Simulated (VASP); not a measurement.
Crystal: BaTe.

```
Ba Te
1.0
     0.00000    3.41000    3.41000
     3.41000    0.00000    3.41000
     3.41000    3.41000    0.00000
Ba Te
1 1
Direct
  0.50000 0.50000 0.50000
  0.00000 0.00000 0.00000
```

Base run:

| Item | Value |
| --- | --- |
| Program | VASP 6.6.1 |
| Functional | PBE |
| Potentials or basis | VASP PAW PBE potentials, release 64 (Ba_sv, Te) |
| Cutoff | 520 eV |
| k mesh | 6 × 6 × 6 |
| Occupations | gaussian, width 0.05 eV |
| Spin | no spin polarisation |

Its results: band gap on the k mesh 1.33 eV (least direct gap 1.71 eV); pressure 4.3 GPa.

Q: The run is repeated on the same cell with these changes: functional from PBE to PBEsol. What comes out?

A: Band gap on the k mesh 1.24 eV (least direct gap 1.62 eV); pressure 2.4 GPa.

PBEsol binds more tightly than PBE, so the same cell stands under less pressure.

Caveats: spin-orbit coupling is left out, which moves the levels of the heavy elements; the cell stands under pressure (at least some runs); the PAW data sets were made with another functional, which shifts forces and pressure a little (at least some runs).

A k mesh can miss the band edges.
